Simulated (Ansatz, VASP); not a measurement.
# One calculation of PbS, two programs

```
Pb S
1.0
     0.00000    3.07685    3.07685
     3.07685    0.00000    3.07685
     3.07685    3.07685    0.00000
Pb S
1 1
Direct
  0.00000 0.00000 0.00000
  0.50000 0.50000 0.50000
```

Change from the starting cell: hydrostatic strain +3.0%.

Alike in both runs: task single point; functional PBE; k mesh 8 × 8 × 8; occupations fermi-dirac, width 0.02 eV; no spin polarisation.

```csv
,VASP,Ansatz
version,VASP 6.6.1,Ansatz 0.2.0
potentials or method,"VASP PAW PBE potentials, release 64 (Pb_d, S)","plane waves, PAW"
plane-wave cutoff (eV),500,420
valence electrons in the cell,20,20
```

Ansatz gave:

| Quantity | Value |
| --- | --- |
| pressure (GPa) | -3.2 |

Q: What did VASP give for the same quantities?

A: Pressure (GPa): -3.3.

Neither program's run includes spin-orbit coupling.
